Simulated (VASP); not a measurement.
# SrTiO3 (Pm-3m) in VASP: notebook, part 2 of 2

VASP 6.6.1. Earlier steps stand in the parts before.

### Step 3. Relaxation of the atoms, PBEsol

This run uses another cell than the first one, of 11.91 Å³/atom.

INCAR reads:

```
SYSTEM = SrTiO3
ALGO = Normal
EDIFF = 1E-7
EDIFFG = -0.01
ENCUT = 520
GGA = PS
GGA_COMPAT = .False.
IBRION = 2
ISIF = 2
ISMEAR = -1
LASPH = .True.
LCHARG = .False.
LREAL = .False.
LWAVE = .False.
NELM = 120
NELMIN = 4
NSW = 80
PREC = Accurate
SIGMA = 0.02
```

KPOINTS reads:

```
k-points
0
Gamma
  6 6 6
  0 0 0
```

POSCAR reads:

```
SrTiO3
1.0
    3.9052800000      0.0000000000      0.0000000000
    0.0000000000      3.9052800000      0.0000000000
    0.0000000000      0.0000000000      3.9052800000
Sr Ti O
1 1 3
Direct
    0.5000000000      0.5000000000      0.5000000000
    0.0000000000      0.0000000000      0.0000000000
    0.5000000000      0.0000000000      0.0000000000
    0.0000000000      0.5000000000      0.0000000000
    0.0000000000      0.0000000000      0.5000000000
```

Potentials or basis: VASP PAW PBE potentials, release 64 (Sr_sv, Ti_sv, O).

Launch:

```sh
> cat potpaw_PBE.64/Sr_sv/POTCAR potpaw_PBE.64/Ti_sv/POTCAR potpaw_PBE.64/O/POTCAR > POTCAR
> mpirun -np 1 vasp_std > vasp.out
```

OUTCAR:

```text
SYSTEM = SrTiO3
   EDIFF = 1E-7
   EDIFFG = -0.01
   ENCUT = 520
   GGA = PS
   IBRION = 2
   ISIF = 2
   ISMEAR = -1
   LASPH = .True.
   LREAL = .False.
   NELM = 120
   NELMIN = 4
   NSW = 80
   PREC = Accurate

 ion  position               nearest neighbor table
   1  0.500  0.500  0.500-   3 2.76   4 2.76   5 2.76   3 2.76   4 2.76   3 2.76   5 2.76   3 2.76
                             4 2.76   5 2.76   4 2.76   5 2.76   2 3.38   2 3.38   2 3.38   2 3.38
   2  0.000  0.000  0.000-   3 1.95   4 1.95   5 1.95   5 1.95   4 1.95   3 1.95   1 3.38   1 3.38
                             1 3.38   1 3.38   1 3.38   1 3.38   1 3.38   1 3.38
   3  0.500  0.000  0.000-   2 1.95   2 1.95   1 2.76   1 2.76   1 2.76   1 2.76
   4  0.000  0.500  0.000-   2 1.95   2 1.95   1 2.76   1 2.76   1 2.76   1 2.76
   5  0.000  0.000  0.500-   2 1.95   2 1.95   1 2.76   1 2.76   1 2.76   1 2.76

  LATTYP: Found a simple cubic cell.
 ALAT       =     3.9052800000

  Lattice vectors:

 A1 = (   3.9052800000,   0.0000000000,   0.0000000000)
 A2 = (   0.0000000000,   3.9052800000,   0.0000000000)
 A3 = (   0.0000000000,   0.0000000000,   3.9052800000)

[... 179 lines left out ...]
 cond. band min:       5.8238284608   @ k =   0.0000   0.0000   0.0000
 fundamental gap:      1.7997300670
 Fermi energy:         4.5391262103

 k-point     1 :       0.0000    0.0000    0.0000
  band No.  band energies     occupation
      1     -52.1793      2.00000
      2     -28.6215      2.00000
      3     -28.5408      2.00000
      4     -28.5408      2.00000
      5     -28.5408      2.00000
      6     -13.3348      2.00000
[... 529 lines left out ...]
     23       8.4884      0.00000
     24      10.8859      0.00000

------------------------ aborting loop because EDIFF is reached ----------------------------------------

  FORCE on cell =-STRESS in cart. coord.  units (eV):
  Direction    XX          YY          ZZ          XY          YZ          ZX
  --------------------------------------------------------------------------------------
  -------------------------------------------------------------------------------------
  Total       -0.4894728     -0.4894728     -0.4894728      0.0000000      0.0000000     -0.0000000
  in kB      -13.1668722    -13.1668722    -13.1668722      0.0000000      0.0000000     -0.0000000
  external PRESSURE =     -13.1668722 kB  Pullay stress =       0.0000000 kB

 VOLUME and BASIS-vectors are now :
 -----------------------------------------------------------------------------
  energy-cutoff  :      520.00
  volume of cell :       59.56
      direct lattice vectors                 reciprocal lattice vectors
     3.905280000  0.000000000  0.000000000     0.256063586  0.000000000  0.000000000
     0.000000000  3.905280000  0.000000000     0.000000000  0.256063586  0.000000000
     0.000000000  0.000000000  3.905280000     0.000000000  0.000000000  0.256063586

 POSITION                                       TOTAL-FORCE (eV/Angst)
 -----------------------------------------------------------------------------------
      1.95264      1.95264      1.95264         0.000000      0.000000      0.000000
      0.00000      0.00000      0.00000         0.000000      0.000000      0.000000
      1.95264      0.00000      0.00000         0.000000      0.000000      0.000000
      0.00000      1.95264      0.00000         0.000000      0.000000      0.000000
      0.00000      0.00000      1.95264         0.000000      0.000000      0.000000
 -----------------------------------------------------------------------------------
    total drift:                               -0.000000     -0.000000      0.000000

  FREE ENERGIE OF THE ION-ELECTRON SYSTEM (eV)
  ---------------------------------------------------
  free  energy   TOTEN  =       -42.0145632172 eV

  energy  without entropy=      -42.0145632172  energy(sigma->0) =      -42.01456322

 reached required accuracy - stopping structural energy minimisation
```

OSZICAR:

```text
N       E                     dE             d eps       ncg     rms          rms(c)
DAV:   1     0.436177787524E+03    0.43618E+03   -0.21450E+04   960   0.183E+03
DAV:   2    -0.387999201097E+01   -0.44006E+03   -0.43330E+03  1144   0.492E+02
DAV:   3    -0.493743263169E+02   -0.45494E+02   -0.44864E+02  1224   0.149E+02
DAV:   4    -0.516189164009E+02   -0.22446E+01   -0.22428E+01  1552   0.311E+01
DAV:   5    -0.516565379075E+02   -0.37622E-01   -0.37619E-01  1336   0.350E+00    0.268E+01
DAV:   6    -0.421114575722E+02    0.95451E+01   -0.61799E+01  1440   0.738E+01    0.167E+01
DAV:   7    -0.420967674725E+02    0.14690E-01   -0.81595E+00  1168   0.221E+01    0.108E+01
DAV:   8    -0.421500753530E+02   -0.53308E-01   -0.22263E+00  1224   0.162E+01    0.352E+00
DAV:   9    -0.420192638075E+02    0.13081E+00   -0.61424E-01  1168   0.806E+00    0.944E-01
DAV:  10    -0.420241766309E+02   -0.49128E-02   -0.13932E-01  1304   0.259E+00    0.845E-01
DAV:  11    -0.420147710447E+02    0.94056E-02   -0.75706E-02  1400   0.223E+00    0.178E-01
DAV:  12    -0.420145418621E+02    0.22918E-03   -0.31406E-03  1232   0.641E-01    0.580E-02
DAV:  13    -0.420145746675E+02   -0.32805E-04   -0.18702E-04  1384   0.106E-01    0.431E-02
DAV:  14    -0.420145640848E+02    0.10583E-04   -0.72640E-05  1328   0.568E-02    0.975E-03
DAV:  15    -0.420145632181E+02    0.86665E-06   -0.13962E-05  1312   0.362E-02    0.527E-03
DAV:  16    -0.420145635291E+02   -0.31098E-06   -0.26655E-06  1312   0.173E-02    0.473E-03
DAV:  17    -0.420145632163E+02    0.31281E-06   -0.82118E-07  1112   0.128E-02    0.923E-04
DAV:  18    -0.420145632172E+02   -0.90677E-09   -0.45970E-08   592   0.166E-03
   1 F= -.42014563E+02 E0= -.42014563E+02  d E =-.420146E+02
```

Wall time 66 s (1 thread of Oxide Virtual Turin-like, shared host); peak memory 0.15 GiB.

Results:

| Quantity | Value |
| --- | --- |
| Free energy | -42.0146 eV |
| Pressure after relaxing | -1.3 GPa |
| Band gap on the k mesh | 1.80 eV (least direct gap 2.16 eV) |

Final structure:
```cif
data_structure
_symmetry_space_group_name_H-M 'P 1'
_symmetry_Int_Tables_number 1
_cell_length_a 3.9053
_cell_length_b 3.9053
_cell_length_c 3.9053
_cell_angle_alpha 90.000
_cell_angle_beta 90.000
_cell_angle_gamma 90.000
_cell_volume 59.56
loop_
_atom_site_label
_atom_site_type_symbol
_atom_site_fract_x
_atom_site_fract_y
_atom_site_fract_z
_atom_site_occupancy
Sr1 Sr 0.50000 0.50000 0.50000 1
Ti1 Ti 0.00000 0.00000 0.00000 1
O1 O 0.50000 0.00000 0.00000 1
O2 O 0.00000 0.50000 0.00000 1
O3 O 0.00000 0.00000 0.50000 1
```

Levels at points of the mesh, in eV from the valence-band top:
```
           k point  band 16  band 17  band 18  band 19  band 20  band 21  band 22  band 23  band 24
(0.00, 0.00, 0.00)    -1.19    -1.19    -0.36    -0.36    -0.36     1.80     1.80     1.80     4.33
(0.50, 0.00, 0.00)    -2.39    -2.39    -2.03    -0.74    -0.74     1.98     3.78     3.78     4.35
(0.50, 0.50, 0.00)    -2.91    -1.75    -1.59    -1.59    -0.09     3.78     3.78     4.23     5.31
(0.50, 0.50, 0.50)    -3.78    -3.78     0.00     0.00     0.00     4.46     4.46     4.46     6.86
```

Caveat: the relaxation stopped at its first step, so nothing moved; the PAW data sets were made with another functional, which shifts forces and pressure a little.

### Step 4. Relaxation of the atoms, PBEsol

This run uses another cell than the first one, of 12.15 Å³/atom.

INCAR reads:

```
  PREC = Accurate
  ENCUT = 520
  EDIFF = 1E-7
  ISMEAR = -1
  SIGMA = 0.02
  LREAL = False
  LASPH = True
  NELM = 120
  ALGO = Normal
  ISIF = 2
  LWAVE = False
  LCHARG = False
  GGA = PS
  IBRION = 2
  NSW = 80
  EDIFFG = -0.015
  GGA_COMPAT = False
  NELMIN = 4
```

KPOINTS reads:

```
Automatic mesh
0
Gamma
  6 6 6
```

Changes to POSCAR since step 3:

```diff
@@ -2,5 +2,5 @@
 1.0
-    3.9052800000      0.0000000000      0.0000000000
-    0.0000000000      3.9052800000      0.0000000000
-    0.0000000000      0.0000000000      3.9052800000
+    3.9311435352      0.0000000000      0.0000000000
+    0.0000000000      3.9311435352      0.0000000000
+    0.0000000000      0.0000000000      3.9311435352
 Sr Ti O
```

Launch:

```sh
> cat potpaw_PBE.64/Sr_sv/POTCAR potpaw_PBE.64/Ti_sv/POTCAR potpaw_PBE.64/O/POTCAR > POTCAR
> mpirun -np 1 vasp_std > vasp.out
```

It took 64 s on 1 thread of Oxide Virtual Turin-like, shared host; peak memory 0.15 GiB.

It converged, with:

| Item | Value |
| --- | --- |
| Free energy | -41.9933 eV |
| Pressure after relaxing | -4.7 GPa |
| Band gap on the k mesh | 1.77 eV (least direct gap 2.14 eV) |

Final structure:
```cif
data_structure
_symmetry_space_group_name_H-M 'P 1'
_symmetry_Int_Tables_number 1
_cell_length_a 3.9311
_cell_length_b 3.9311
_cell_length_c 3.9311
_cell_angle_alpha 90.000
_cell_angle_beta 90.000
_cell_angle_gamma 90.000
_cell_volume 60.75
loop_
_atom_site_label
_atom_site_type_symbol
_atom_site_fract_x
_atom_site_fract_y
_atom_site_fract_z
_atom_site_occupancy
Sr1 Sr 0.50000 0.50000 0.50000 1
Ti1 Ti 0.00000 0.00000 0.00000 1
O1 O 0.50000 0.00000 0.00000 1
O2 O 0.00000 0.50000 0.00000 1
O3 O 0.00000 0.00000 0.50000 1
```

Levels at points of the mesh, in eV from the valence-band top:
| k point | band 16 | band 17 | band 18 | band 19 | band 20 | band 21 | band 22 | band 23 | band 24 |
| --- | --- | --- | --- | --- | --- | --- | --- | --- | --- |
| (0.00, 0.00, 0.00) | -1.15 | -1.15 | -0.37 | -0.37 | -0.37 | 1.77 | 1.77 | 1.77 | 4.19 |
| (0.50, 0.00, 0.00) | -2.34 | -2.34 | -1.97 | -0.74 | -0.74 | 1.93 | 3.67 | 3.67 | 4.21 |
| (0.50, 0.50, 0.00) | -2.83 | -1.76 | -1.57 | -1.57 | -0.09 | 3.68 | 3.68 | 4.12 | 5.14 |
| (0.50, 0.50, 0.50) | -3.73 | -3.73 | 0.00 | 0.00 | 0.00 | 4.34 | 4.34 | 4.34 | 6.79 |

Caveat: the relaxation stopped at its first step, so nothing moved; the PAW data sets were made with another functional, which shifts forces and pressure a little. A k mesh can miss the band edges.

### Step 5. Summary

```csv
cell,gap on the mesh (eV),pressure (GPa)
"atoms relaxed from a = 3.879 Å, 5 atoms",1.83,2.5
"atoms relaxed from a = 3.905 Å, 5 atoms",1.80,-1.3
"atoms relaxed from a = 3.931 Å, 5 atoms",1.77,-4.7
```

Alike in all rows: task relaxation of the atoms; level PBEsol; potentials or basis VASP PAW PBE potentials, release 64 (Sr_sv, Ti_sv, O); no spin polarisation; k mesh 6 × 6 × 6; cutoff (eV) 520; smearing fermi-dirac 0.02 eV.

Caveats: the relaxation stopped at its first step, so nothing moved; the PAW data sets were made with another functional, which shifts forces and pressure a little.

Absolute energies hang on the potentials; compare differences alone.
